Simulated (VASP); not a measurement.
Write the native input for VASP 6.6.1 that does the following.

* Task: single point
* Functional: PBE
* Potentials or basis: VASP PAW PBE potentials, release 64 (Rh_pv, C)
* Cutoff: 520 eV
* k mesh: 14 × 14 × 14
* Occupations: fermi-dirac, width 0.1 eV
* Spin: no spin polarisation
* Dipole correction: no
* Further INCAR settings: ALGO = Normal; EDIFF = 1e-06; NBANDS = 16

The structure of RhC (zincblende type) lies in POSCAR:

```
RhC
1.0
    0.0000000000      2.1700609753      2.1700609753
    2.1700609753      0.0000000000      2.1700609753
    2.1700609753      2.1700609753      0.0000000000
Rh C
1 1
Direct
    0.0000000000      0.0000000000      0.0000000000
    0.2500000000      0.2500000000      0.2500000000
```

The input as run:

INCAR

```
SYSTEM = RhC
ALGO     = Normal         ! electronic algorithm
EDIFF    = 1E-6           ! SCF threshold, eV
ENCUT    = 520            ! plane-wave cutoff, eV
GGA      = PE             ! functional
ISIF     = 2              ! what is computed and relaxed
ISMEAR   = -1             ! smearing method
LASPH    = .True.         ! aspherical terms in the spheres
LCHARG   = .True.         ! write CHGCAR
LELF     = .True.         ! ELF
LREAL    = .False.        ! projectors in reciprocal space
LVHAR    = .True.       
LWAVE    = .False.        ! write WAVECAR
NBANDS   = 16             ! bands
NELM     = 80             ! most SCF steps
PREC     = Accurate       ! precision mode
SIGMA    = 0.1            ! smearing width, eV
```

KPOINTS

```
k-points
0
Gamma
  14 14 14
  0 0 0
```

Potentials or basis: VASP PAW PBE potentials, release 64 (Rh_pv, C).

Run with:

```console
$ cat potpaw_PBE.64/Rh_pv/POTCAR potpaw_PBE.64/C/POTCAR > POTCAR
$ mpirun -np 1 vasp_std > vasp.out
```

Results of the run:

```json
{"Pressure": "55.1 GPa", "Band gap on the k mesh": "zero (an odd number of electrons rules out a gap without spin polarisation)"}
```

Caveat: the cell stands under pressure.

Wall time 39 s on 1 thread of Intel Xeon 8259CL (shared host), peak memory 0.16 GiB.
